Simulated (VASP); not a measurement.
Here is a VASP 6.6.1 calculation.

Contents of INCAR:

```
SYSTEM = Rb
PREC     = Accurate       ! precision mode
ENCUT    = 520            ! plane-wave cutoff, eV
EDIFF    = 1E-7           ! SCF threshold, eV
ISMEAR   = -1             ! smearing method
SIGMA    = 0.05           ! smearing width, eV
LREAL    = .False.        ! projectors in reciprocal space
LASPH    = .True.         ! aspherical terms in the spheres
NELM     = 100            ! most SCF steps
ALGO     = Fast           ! electronic algorithm
ISIF     = 2              ! what is computed and relaxed
LWAVE    = .False.        ! write WAVECAR
LCHARG   = .False.        ! write CHGCAR
GGA      = PE             ! functional
NBANDS   = 10             ! bands
```

Contents of KPOINTS:

```
Automatic mesh
0
Gamma
  7 7 7
  0 0 0
```

File POSCAR:

```
Rb
1.0
   -2.8393792292      2.8393792292      2.8393792292
    2.8393792292     -2.8393792292      2.8393792292
    2.8393792292      2.8393792292     -2.8393792292
Rb
1
Direct
    0.0000000000      0.0000000000      0.0000000000
```

Potentials or basis: VASP PAW PBE potentials, release 64 (Rb_sv).

Command:

```console
$ cat potpaw_PBE.64/Rb_sv/POTCAR > POTCAR
$ mpirun -np 1 vasp_std > vasp.out
```

What does it give for the pressure?

0.0 GPa.
